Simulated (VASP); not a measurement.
**BN (eos): single point with LDA**

BN (eos):

```xyz
2
Lattice="0.0000 1.7345 1.7345 1.7345 0.0000 1.7345 1.7345 1.7345 0.0000" Properties=species:S:1:pos:R:3 pbc="T T T"
B     0.0000    0.0000    0.0000
N     0.8673    0.8673    0.8673
```

This cell differs from its parent crystal: volume scaled by 0.91.

- Program: VASP 6.6.1
- Task: single point
- Functional: LDA
- Potentials or basis: VASP PAW LDA potentials, release 64 (B, N)
- Cutoff: 600 eV
- k mesh: 12 × 12 × 12
- Occupations: gaussian, width 0.02 eV
- Spin: no spin polarisation

```json
{"Pressure": "46.4 GPa", "Band gap on the k mesh": "4.48 eV, indirect (least direct gap 9.27 eV)"}
```

Levels at points of the mesh, in eV from the valence-band top:
```
           k point  band 2  band 3  band 4  band 5  band 6  band 7
(0.00, 0.00, 0.00)    0.00    0.00    0.00    9.27    9.27    9.27
(0.50, 0.00, 0.00)  -11.90   -2.19   -2.19   11.24   11.24   11.89
(0.50, 0.50, 0.00)   -9.73   -5.57   -5.57    4.48    9.84   19.66
```

Wall time 5.2 s on 1 thread of Intel(R) Xeon(R) Platinum 8375C CPU @ 2.90GHz (Ice Lake), on a shared host, peak memory 0.12 GiB.

 A k mesh can miss the band edges.
